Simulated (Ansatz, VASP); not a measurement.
**Two plane-wave programs on AgCl**

```xyz
2
Lattice="0.0000 2.6417 2.6773 2.6417 0.0000 2.6773 2.6417 2.6417 0.0000" Properties=species:S:1:pos:R:3 pbc="T T T"
Ag    2.6417    2.7396    2.6773
Cl    0.0000   -0.2980    0.0000
```

Change from the starting cell: mode 5 frozen in at -0.302 Å, equal normal strain along x and y -0.0133.

Alike in both runs: task single point; functional LDA; k mesh 10 × 10 × 10; occupations gaussian, width 0.05 eV; no spin polarisation.

|  | VASP | Ansatz |
| --- | --- | --- |
| version | VASP 6.6.1 | Ansatz 0.2.0 |
| potentials or method | VASP PAW LDA potentials, release 64 (Ag, Cl), cutoff 520 eV | scalar-relativistic, plane waves, PAW |
| valence electrons in the cell | 18 | 26 |

VASP gave:

| Property | Result |
| --- | --- |
| gap on the k mesh at the Fermi level (eV) | 0.93 |
| least direct gap on the mesh (eV) | 1.96 |
| pressure (GPa) | 7.3 |
| traceless stress, the component that is largest in VASP (GPa) | 11.47 |
| rms of the force components (eV/Å) | 1.098 |

Problem. Which values does Ansatz return?

Solution. gap on the k mesh at the Fermi level (eV): 0.91; least direct gap on the mesh (eV): 1.93; pressure (GPa): 7.3; traceless stress, the component that is largest in VASP (GPa): 11.44; rms of the force components (eV/Å): 1.094.

LDA's correlation is that of Perdew and Zunger in VASP and of Perdew and Wang (1992) in Ansatz. Atom by atom the forces differ by 0.004 eV/Å (rms over components). VASP's potentials hold 18 valence electrons a cell and Ansatz's 26, so a difference there can come from the potentials and not from the codes.
